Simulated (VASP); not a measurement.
ZnO:

```
CELL_PARAMETERS angstrom
3.41653 0.00000 0.00000
-1.70827 2.95880 0.00000
0.00000 0.00000 4.47757
ATOMIC_POSITIONS crystal
Zn 0.33333 0.66667 0.25000
Zn 0.66667 0.33333 0.75000
O 0.66667 0.33333 0.25000
O 0.33333 0.66667 0.75000
```

Base run:

```yaml
Program: VASP 6.6.1
Functional: r2SCAN
Potentials_or_basis: VASP PAW PBE potentials, release 64 (Zn, O)
Cutoff: 520 eV
k_mesh: 12 × 12 × 6
Occupations: gaussian, width 0.01 eV
Spin: no spin polarisation
```

Its results: band gap on the k mesh 1.48 eV, indirect (least direct gap 1.51 eV); pressure 1.1 GPa.

Problem. The run is repeated on the same cell with these changes: functional from r2SCAN to PBE; further incar settings from ALGO = Normal; EDIFF = 1e-06; NBANDS = 26 to ALGO = Normal; EDIFF = 1e-07; NBANDS = 26. What comes out?

Solution. Band gap on the k mesh 1.00 eV, indirect (least direct gap 1.06 eV); pressure 7.6 GPa.

Caveats: the PAW data sets were made with another functional, which shifts forces and pressure a little (some runs).

A k mesh can miss the band edges.
